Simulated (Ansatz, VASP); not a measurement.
## Cd3HgTe4: VASP beside Ansatz

File INCAR:

```
SYSTEM = Cd3HgTe4
PREC = Accurate
ENCUT = 500
EDIFF = 1E-7
ISMEAR = 0
SIGMA = 0.1
LREAL = .False.
LASPH = .True.
NELM = 120
ALGO = Normal
ISIF = 3
LWAVE = .False.
LCHARG = .False.
GGA = PE
IBRION = 2
NSW = 90
EDIFFG = -0.04
GGA_COMPAT = .False.
NELMIN = 4
```

KPOINTS

```
Automatic mesh
0
Gamma
  4 4 4
  0 0 0
```

The input POSCAR:

```
Cd3HgTe4
1.0
    6.1910842600      0.0000000000      0.0000000000
    0.0000000000      6.1910842600      0.0000000000
    0.0000000000      0.0000000000      6.1910842600
Cd Hg Te
3 1 4
Direct
    0.0000000000      0.5000000000      0.5000000000
    0.5000000000      0.0000000000      0.5000000000
    0.5000000000      0.5000000000      0.0000000000
    0.0000000000      0.0000000000      0.0000000000
    0.7500000000      0.7500000000      0.2500000000
    0.7500000000      0.2500000000      0.7500000000
    0.2500000000      0.7500000000      0.7500000000
    0.2500000000      0.2500000000      0.2500000000
```

Input for Ansatz:

```yaml
crystal:
  lattice:
    - [6.19108426, 0.0, 0.0]
    - [0.0, 6.19108426, 0.0]
    - [0.0, 0.0, 6.19108426]
  atoms:
    - { symbol: Cd, position: [0.0, 0.5, 0.5] }
    - { symbol: Cd, position: [0.5, 0.0, 0.5] }
    - { symbol: Cd, position: [0.5, 0.5, 0.0] }
    - { symbol: Hg, position: [0.0, 0.0, 0.0] }
    - { symbol: Te, position: [0.75, 0.75, 0.25] }
    - { symbol: Te, position: [0.75, 0.25, 0.75] }
    - { symbol: Te, position: [0.25, 0.75, 0.75] }
    - { symbol: Te, position: [0.25, 0.25, 0.25] }
basis:
  ecutwfc: 420
kpoints:
  mp_grid: { grid: [4, 4, 4] }
hamiltonian:
  xc: pbe
scf:
  occupations: { method: gaussian, width: 0.1 }
  lower_state_search: "off"
output:
  forces: true
  stress: true
  eigenvalues: true
relax:
  adjacent_minimum: "off"
  f_tol: 0.04
  max_steps: 70
  cell: { stress_tol: 0.4 }
```

Alike in both runs: task relaxation of cell and atoms; functional PBE; k mesh 4 × 4 × 4; occupations gaussian, width 0.1 eV; no spin polarisation.

|  | VASP | Ansatz |
| --- | --- | --- |
| version | VASP 6.6.1 | Ansatz 0.2.0 |
| potentials or method | VASP PAW PBE potentials, release 64 (Cd, Hg, Te), cutoff 500 eV | scalar-relativistic, plane waves, PAW |
| valence electrons in the cell | 72 | 144 |

|  | VASP | Ansatz | Ansatz less VASP |
| --- | --- | --- | --- |
| gap on the k mesh at the Fermi level, each at its own relaxed structure (eV) | 0.19 | 0.19 | +0.005 |
| relaxed volume (Å³/atom) | 36.29 | 36.28 | -0.008 |
| relaxed cell length with the largest relative difference (Å) | 6.622 | 6.621 | -0.0005 |

VASP's potentials hold 72 valence electrons a cell and Ansatz's 144, so a difference there can come from the potentials and not from the codes.

Neither program's run includes spin-orbit coupling. Noted on VASP's run: the volume moved by over 15 % at a fixed basis, so the end points are rough.
